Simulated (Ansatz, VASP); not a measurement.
In2BAs3: VASP beside Ansatz

```
CELL_PARAMETERS angstrom
-2.72423 2.72423 4.77981
2.72423 -2.72423 4.77981
2.72423 2.72423 -4.77981
ATOMIC_POSITIONS crystal
In 0.50000 0.00000 0.50000
In 0.00000 0.50000 0.50000
B 0.50000 0.50000 0.00000
As 0.70293 0.70293 0.00000
As 0.29707 0.29707 0.00000
As 0.00000 0.00000 0.00000
```

Alike in both runs: functional PBE; k mesh 4 × 4 × 4; occupations gaussian, width 0.1 eV; no spin polarisation.

Ansatz relaxed the structure, and its values are those at the end. VASP's run is a single point on that final structure, the one shown.

|  | VASP | Ansatz |
| --- | --- | --- |
| version | VASP 6.6.1 | Ansatz 0.2.0 |
| potentials or method | VASP PAW PBE potentials, release 64 (In_d, B, As), cutoff 520 eV | scalar-relativistic, plane waves, PAW |
| valence electrons in the cell | 44 | 74 |

```tsv
	VASP	Ansatz	Ansatz less VASP
gap on the k mesh at the Fermi level (eV)	none	none	-
pressure (GPa)	0.2	0.1	-0.11
rms of the force components (eV/Å)	0.024	0.000	-0.0238
```

A gap of «none» marks a metal or a gap that the smearing closes. The functional is the same, so the differences come from potentials, cutoffs and numerics. VASP's potentials hold 44 valence electrons a cell and Ansatz's 74, so a difference there can come from the potentials and not from the codes.

The k mesh is coarse, so the values compare programs but aren't converged.
